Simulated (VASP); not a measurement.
# Pt (P6_3/mmc) in VASP: a series of runs

Pt is run at these levels: r2SCAN; tasks: single point.

All numbers are computed with VASP 6.6.1; they aren't measurements. Logs are shortened: lines on timing, memory, paths and dates and some standing lists are left out, and cuts for length are marked.

## (1) The cell of the first run

It takes space group P6_3/mmc (No. 194, hexagonal). Conventional cell: a = 2.761 Å, b = 2.761 Å, c = 4.792 Å, α = 90.00°, β = 90.00°, γ = 120.00°. Pt (site symmetry -6m2) has 12 Pt at 2.76 to 2.88 Å within 3.6 Å.

## (2) Single point, r2SCAN

File POSCAR:

```
Pt
1.0
    2.7606660000      0.0000000000      0.0000000000
   -1.3803330000      2.3908070000      0.0000000000
    0.0000000000      0.0000000000      4.7921340000
Pt
2
Direct
    0.6666666667      0.3333333333      0.7500000000
    0.3333333333      0.6666666667      0.2500000000
```

File INCAR.step1:

```
SYSTEM = Pt
PREC = Accurate
ENCUT = 550
ISMEAR = -1
SIGMA = 0.1
LREAL = .FALSE.
LASPH = .TRUE.
NELM = 120
NBANDS = 17
GGA = PE
ALGO = Normal
EDIFF = 1E-5
LWAVE = .TRUE.
LCHARG = .FALSE.
GGA_COMPAT = .FALSE.
```

File INCAR.step2:

```
SYSTEM = Pt
PREC = Accurate
ENCUT = 550
EDIFF = 1E-6
ISMEAR = -1
SIGMA = 0.1
LREAL = .FALSE.
LASPH = .TRUE.
NELM = 120
ALGO = Normal
ISIF = 2
LWAVE = .FALSE.
LCHARG = .FALSE.
METAGGA = R2SCAN
LMIXTAU = .TRUE.
NBANDS = 17
ISTART = 1
GGA_COMPAT = .FALSE.
```

File KPOINTS:

```
regular mesh
0
G
  4 4 2
  0 0 0
```

Potentials or basis: VASP PAW PBE potentials, release 64 (Pt).

Command:

```console
$ cat potpaw_PBE.64/Pt/POTCAR > POTCAR
$ cp INCAR.step1 INCAR
$ mpirun -np 1 vasp_std > vasp.out
$ cp INCAR.step2 INCAR
$ mpirun -np 1 vasp_std > vasp.out
```

OUTCAR:

```text
SYSTEM = Pt
   PREC = Accurate
   ENCUT = 550
   EDIFF = 1E-6
   ISMEAR = -1
   LREAL = .FALSE.
   LASPH = .TRUE.
   NELM = 120
   ISIF = 2
   METAGGA = R2SCAN
   ISTART = 1

 ion  position               nearest neighbor table
   1  0.667  0.333  0.750-   2 2.88   2 2.88   2 2.88   2 2.88   2 2.88   2 2.88
   2  0.333  0.667  0.250-   1 2.88   1 2.88   1 2.88   1 2.88   1 2.88   1 2.88

  LATTYP: Found a hexagonal cell.
 ALAT       =     2.7606660000
 C/A-ratio  =     1.7358615638

  Lattice vectors:

 A1 = (   2.7606660000,   0.0000000000,   0.0000000000)
 A2 = (  -1.3803330000,   2.3908070000,   0.0000000000)
 A3 = (   0.0000000000,   0.0000000000,   4.7921340000)

Analysis of symmetry for initial positions (statically):
=====================================================================
 Subroutine PRICEL returns:
 Original cell was already a primitive cell.

 Routine SETGRP: Setting up the symmetry group for a
 hexagonal supercell.

 Subroutine GETGRP returns: Found 24 space group operations
 (whereof 12 operations were pure point group operations)
 out of a pool of 24 trial point group operations.

The static configuration has the point symmetry D_3d.
 The point group associated with its full space group is D_6h.

Analysis of symmetry for dynamics (positions and initial velocities):
=====================================================================
 Subroutine PRICEL returns:
 Original cell was already a primitive cell.

 Routine SETGRP: Setting up the symmetry group for a
 hexagonal supercell.

 Subroutine GETGRP returns: Found 24 space group operations
 (whereof 12 operations were pure point group operations)
 out of a pool of 24 trial point group operations.

The dynamic configuration has the point symmetry D_3d.
 The point group associated with its full space group is D_6h.

 Subroutine INISYM returns: Found 24 space group operations
 (whereof 12 operations are pure point group operations),
 and found     1 'primitive' translations

----------------------------------------------------------------------------------------

                                     Primitive cell

  volume of cell :      31.6291

  direct lattice vectors                    reciprocal lattice vectors
     2.760666000  0.000000000  0.000000000     0.362231433  0.209134405  0.000000000
    -1.380333000  2.390807000  0.000000000     0.000000000  0.418268810  0.000000000
     0.000000000  0.000000000  4.792134000     0.000000000  0.000000000  0.208675300

  length of vectors
     2.760666000  2.760666098  4.792134000     0.418268825  0.418268810  0.208675300

  position of ions in fractional coordinates (direct lattice)
     0.666666667  0.333333333  0.750000000
     0.333333333  0.666666667  0.250000000

  ion indices of the primitive-cell ions
   primitive index   ion index
                 1           1
                 2           2

----------------------------------------------------------------------------------------

 KPOINTS: regular mesh

Automatic generation of k-mesh.
 Grid dimensions read from file:
 generate k-points for:    4    4    2

 Generating k-lattice:

  Cartesian coordinates                     Fractional coordinates (reciprocal lattice)
     0.090557858  0.052283601  0.000000000     0.250000000  0.000000000  0.000000000
     0.000000000  0.104567203  0.000000000     0.000000000  0.250000000  0.000000000
     0.000000000  0.000000000  0.104337650     0.000000000  0.000000000  0.500000000

  Length of vectors
     0.104567206  0.104567203  0.104337650

  Shift w.r.t. Gamma in fractional coordinates (k-lattice)
     0.000000000  0.000000000  0.000000000

 Subroutine IBZKPT returns following result:
 ===========================================

 Found      8 irreducible k-points:

 Following reciprocal coordinates:
            Coordinates               Weight
  0.000000  0.000000  0.000000      1.000000
  0.250000  0.000000  0.000000      6.000000
  0.500000  0.000000  0.000000      3.000000
  0.250000  0.250000  0.000000      6.000000
  0.000000  0.000000  0.500000      1.000000
  0.250000  0.000000  0.500000      6.000000
  0.500000  0.000000  0.500000      3.000000
  0.250000  0.250000  0.500000      6.000000
   k-points           NKPTS =      8   k-points in BZ     NKDIM =      8   number of bands    NBANDS=     17
   number of dos      NEDOS =    301   number of ions     NIONS =      2
   total plane-waves  NPLWV =  23040
   dimension x,y,z NGX =    24 NGY =   24 NGZ =   40
   dimension x,y,z NGXF=    48 NGYF=   48 NGZF=   80
   ions per type =               2
   NGX,Y,Z   is equivalent  to a cutoff of  14.45, 14.45, 13.88 a.u.
   NGXF,Y,Z  is equivalent  to a cutoff of  28.91, 28.91, 27.75 a.u.
 SYSTEM =  Pt
   PREC   = accura    normal or accurate (medium, high low for compatibility)
   ISTART =      1    job   : 0-new  1-cont  2-samecut
   ICHARG =      0    charge: 1-file 2-atom 10-const
   ISPIN  =      1    spin polarized calculation?
   LNONCOLLINEAR =      F non collinear calculations
   LSORBIT =      F    spin-orbit coupling
   LASPH  =      T    aspherical Exc in radial PAW
   ENCUT  =  550.0 eV  40.42 Ry    6.36 a.u.   5.28  5.28  9.16*2*pi/ulx,y,z
   NELM   =    120;   NELMIN=  2; NELMDL=  0     # of ELM steps
   EDIFF  = 0.1E-05   stopping-criterion for ELM
   LREAL  =      F    real-space projection
   EDIFFG = 0.1E-04   stopping-criterion for IOM
   NSW    =      0    number of steps for IOM
   IBRION =     -1    ionic relax: 0-MD 1-quasi-New 2-CG
   NFREE  =      0    steps in history (QN), initial steepest desc. (CG)
   ISIF   =      2    stress and relaxation
   ISYM   =      2    0-nonsym 1-usesym 2-fastsym
   POTIM  = 0.5000    time-step for ionic-motion
   TEBEG  =    0.0;   TEEND  =   0.0 temperature during run
   PSTRESS=    0.0 pullay stress
   NELECT =      20.0000    total number of electrons
   NUPDOWN=      -1.0000    fix difference up-down
   EMIN   =  10.00;   EMAX   =-10.00  energy-range for DOS
   EFERMI =   0.00;   METHOD = LEGACY
   ISMEAR =    -1;   SIGMA  =   0.10  broadening in eV -4-tet -1-fermi 0-gaus
   EFERMI_NEDOS =   21; number of points for ismear=-14 and -15
   IALGO  =     38    algorithm
   IMIX   =      4    mixing-type and parameters
     AMIX     =   0.40;   BMIX     =  1.00
     AMIX_MAG =   1.60;   BMIX_MAG =  1.00
  volume/ion in A,a.u.               =      15.81       106.72
  Fermi-wavevector in a.u.,A,eV,Ry     =   1.405149  2.655347 26.863938  1.974444
  Thomas-Fermi vector in A             =   2.527639
   LORBIT       =      0    0 simple, 1 ext, 2 COOP (PROOUT), +10 PAW based schemes
   METAGGA = R2SCAN    functional components
   LHFCALC =     F    Hartree Fock is set to
   AEXX    =    0.0000 exact exchange contribution
   IVDW    =     0    specifies the selected vdW correction
   LEPSILON=     F    determine dielectric tensor
   LRPA    =     F    only Hartree local field effects (RPA)
 non-spin polarized calculation
  energy-cutoff  :      550.00
  volume of cell :       31.63
 maximum number of plane-waves:       936
 NGX is ok and might be reduce to    24
   NGX = 11   NGY = 11   NGZ = 19

 number of electron      20.0000003 magnetization

 Free energy of the ion-electron system (eV)
  ---------------------------------------------------
  ext. energy  EPLUGINS =         0.00000000
  ---------------------------------------------------
  free energy    TOTEN  =      -103.06888263 eV

  energy without entropy =     -102.92838890  energy(sigma->0) =     -102.99863576

 E-fermi :  10.1660     XC(G=0): -14.2898

 val. band max:       10.0708271195   @ k =   0.2500   0.2500   0.0000
 cond. band min:      10.1972767267   @ k =   0.2500   0.2500   0.5000
 fundamental gap:      0.1264496072
 Fermi energy:        10.1659756590

 k-point     1 :       0.0000    0.0000    0.0000
  band No.  band energies     occupation
      1       0.1680      2.00000
      2       2.7952      2.00000
      3       6.1034      2.00000
      4       6.4676      2.00000
      5       6.4676      2.00000
      6       6.8360      2.00000
[... 9 lines left out ...]
     16      28.2780      0.00000
     17      32.2304      0.00000

 k-point     2 :       0.2500    0.0000    0.0000
  band No.  band energies     occupation
      1       2.2027      2.00000
      2       4.0489      2.00000
      3       5.7105      2.00000
      4       5.8405      2.00000
      5       6.1081      2.00000
      6       7.4282      2.00000
[... 9 lines left out ...]
     16      27.2315      0.00000
     17      29.4500      0.00000

 k-point     3 :       0.5000    0.0000    0.0000
  band No.  band energies     occupation
      1       3.4228      2.00000
      2       3.5293      2.00000
      3       4.3000      2.00000
      4       6.6439      2.00000
      5       6.8832      2.00000
      6       7.1565      2.00000
[... 9 lines left out ...]
     16      22.7973      0.00000
     17      24.2377      0.00000

 k-point     4 :       0.2500    0.2500    0.0000
  band No.  band energies     occupation
      1       4.5779      2.00000
      2       4.6935      2.00000
      3       5.1149      2.00000
      4       5.2636      2.00000
      5       6.2468      2.00000
      6       6.8860      2.00000
[... 9 lines left out ...]
     16      25.0357      0.00000
     17      26.1563      0.00000

 k-point     5 :       0.0000    0.0000    0.5000
  band No.  band energies     occupation
      1       1.9159      2.00000
      2       1.9159      2.00000
      3       6.1606      2.00000
      4       6.1606      2.00000
      5       6.4804      2.00000
      6       6.4804      2.00000
[... 9 lines left out ...]
     16      26.5143      0.00000
     17      31.5815      0.00000

 k-point     6 :       0.2500    0.0000    0.5000
  band No.  band energies     occupation
      1       3.4886      2.00000
      2       3.4886      2.00000
      3       5.3102      2.00000
      4       5.3102      2.00000
      5       6.4879      2.00000
      6       6.4879      2.00000
[... 9 lines left out ...]
     16      25.5053      0.00000
     17      29.6629      0.00000

 k-point     7 :       0.5000    0.0000    0.5000
  band No.  band energies     occupation
      1       3.3534      2.00000
      2       3.3534      2.00000
      3       4.7447      2.00000
      4       4.7447      2.00000
      5       8.2269      2.00000
      6       8.2269      2.00000
[... 9 lines left out ...]
     16      25.0160      0.00000
     17      26.4440      0.00000

 k-point     8 :       0.2500    0.2500    0.5000
  band No.  band energies     occupation
      1       4.4343      2.00000
      2       4.4343      2.00000
      3       5.4883      2.00000
      4       5.4883      2.00000
      5       6.4043      2.00000
      6       6.4043      2.00000
[... 9 lines left out ...]
     16      22.0809      0.00000
     17      26.4233      0.00000

------------------------ aborting loop because EDIFF is reached ----------------------------------------

  FORCE on cell =-STRESS in cart. coord.  units (eV):
  Direction    XX          YY          ZZ          XY          YZ          ZX
  --------------------------------------------------------------------------------------
  -------------------------------------------------------------------------------------
  Total       -2.8512190     -2.8512193      1.5970488      0.0000000      0.0000000      0.0000000
  in kB     -144.4288058   -144.4288194     80.8986813      0.0000000      0.0000000      0.0000000
  external PRESSURE =     -69.3196480 kB  Pullay stress =       0.0000000 kB

 VOLUME and BASIS-vectors are now :
 -----------------------------------------------------------------------------
  energy-cutoff  :      550.00
  volume of cell :       31.63
      direct lattice vectors                 reciprocal lattice vectors
     2.760666000  0.000000000  0.000000000     0.362231433  0.209134405  0.000000000
    -1.380333000  2.390807000  0.000000000     0.000000000  0.418268810  0.000000000
     0.000000000  0.000000000  4.792134000     0.000000000  0.000000000  0.208675300

 POSITION                                       TOTAL-FORCE (eV/Angst)
 -----------------------------------------------------------------------------------
      1.38033      0.79694      3.59410        -0.000000     -0.000000      0.000000
     -0.00000      1.59387      1.19803         0.000000      0.000000      0.000000
 -----------------------------------------------------------------------------------
    total drift:                               -0.000000      0.000000     -0.000000

  FREE ENERGIE OF THE ION-ELECTRON SYSTEM (eV)
  ---------------------------------------------------
  free  energy   TOTEN  =      -103.0688826298 eV

  energy  without entropy=     -102.9283888997  energy(sigma->0) =     -102.99863576
```

Wall time 46 s (1 thread of AMD EPYC 7R13, shared host); peak memory 0.13 GiB.

What came out:

```yaml
Free_energy: -103.0689 eV
Pressure: -6.9 GPa
Band_gap_on_the_k_mesh: zero (band 10 reaches 10.50 eV, above the bottom of band 11 at 9.25 eV)
```

Levels at points of the mesh, in eV from the Fermi level:
```
           k point  band 8  band 9  band 10  band 11  band 12  band 13
(0.00, 0.00, 0.00)   -1.94   -1.94    -0.52    -0.32    -0.32     4.90
(0.50, 0.00, 0.00)   -0.10    0.13     0.33     2.35     3.85     7.54
(0.00, 0.00, 0.50)   -3.69   -0.92    -0.92    -0.92    -0.92    12.50
(0.50, 0.00, 0.50)   -0.84    0.25     0.25     1.78     1.78     6.71
```

Caveat: the k points lie up to 0.66 Å⁻¹ apart; the PAW data sets were made with another functional, which shifts forces and pressure a little; spin-orbit coupling is left out, which moves the levels of the heavy elements.

## (3) Single point, r2SCAN

POSCAR is that of step 2.

File INCAR.step1:

```
  ALGO = Normal
  EDIFF = 1E-5
  ENCUT = 550
  GGA = PE
  GGA_COMPAT = False
  ISMEAR = -1
  LASPH = True
  LCHARG = False
  LREAL = False
  LWAVE = True
  NBANDS = 17
  NELM = 120
  PREC = Accurate
  SIGMA = 0.1
```

File INCAR.step2:

```
  ALGO = Normal
  EDIFF = 1E-6
  ENCUT = 550
  GGA_COMPAT = False
  ISIF = 2
  ISMEAR = -1
  ISTART = 1
  LASPH = True
  LCHARG = True
  LELF = True
  LMIXTAU = True
  LREAL = False
  LVHAR = True
  LWAVE = False
  METAGGA = R2SCAN
  NBANDS = 17
  NELM = 120
  PREC = Accurate
  SIGMA = 0.1
```

File KPOINTS:

```
k-points
0
Gamma
  5 5 3
```

Potentials or basis: VASP PAW PBE potentials, release 64 (Pt).

Command:

```console
$ cat potpaw_PBE.64/Pt/POTCAR > POTCAR
$ cp INCAR.step1 INCAR
$ mpirun -np 1 vasp_std > vasp.out
$ cp INCAR.step2 INCAR
$ mpirun -np 1 vasp_std > vasp.out
```

It took 51 s on 1 thread of AMD EPYC 7R13, shared host; peak memory 0.13 GiB.

It converged, with:

| Property | Result |
| --- | --- |
| Free energy | -102.6512 eV |
| Pressure | -4.1 GPa |
| Band gap on the k mesh | zero (band 10 reaches 10.15 eV, above the bottom of band 11 at 9.55 eV) |

Stress tensor (GPa, compression positive):
```
-2.12  0.00  0.00
 0.00 -2.12  0.00
 0.00  0.00 -8.15
```

Levels at points of the mesh, in eV from the Fermi level:
```csv
k point,band 7,band 8,band 9,band 10,band 11,band 12,band 13,band 14
"(0.00, 0.00, 0.00)",-3.16,-1.90,-1.90,-0.52,-0.27,-0.27,4.93,16.07
```

Caveat: the k points lie up to 0.53 Å⁻¹ apart; the PAW data sets were made with another functional, which shifts forces and pressure a little; spin-orbit coupling is left out, which moves the levels of the heavy elements.

(Part 1 of 2 ends here.)
